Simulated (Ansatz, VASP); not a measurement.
## Two plane-wave programs on Ag

```xyz
2
Lattice="2.9645 0.0000 0.0000 -1.4823 2.5673 0.0000 0.0000 0.0000 4.8464" Properties=species:S:1:pos:R:3 pbc="T T T"
Ag   -0.0001    1.7116    1.2116
Ag    1.4821    0.8557    3.6348
```

Alike in both runs: task single point; functional LDA; k mesh 7 × 7 × 4; occupations tetrahedron; no spin polarisation.

|  | VASP | Ansatz |
| --- | --- | --- |
| version | VASP 6.6.1 | Ansatz 0.2.0 |
| potentials or method | VASP PAW LDA potentials, release 64 (Ag), cutoff 520 eV | PAW plane waves |
| valence electrons in the cell | 22 | 38 |

```tsv
	VASP	Ansatz	Ansatz less VASP
gap on the k mesh at the Fermi level (eV)	none	none	-
pressure (GPa)	-13.0	-13.2	-0.16
traceless stress, the component that is largest in VASP (GPa)	0.10	0.07	-0.032
```

LDA's correlation is that of Perdew and Zunger in VASP and of Perdew and Wang (1992) in Ansatz. A gap of «none» marks a metal or a gap that the smearing closes. VASP's potentials hold 22 valence electrons a cell and Ansatz's 38, so a difference there can come from the potentials and not from the codes. Ansatz's warnings: band table not solved further, structure snapped to symmetry, tetrahedron derivatives may miss energy slope.
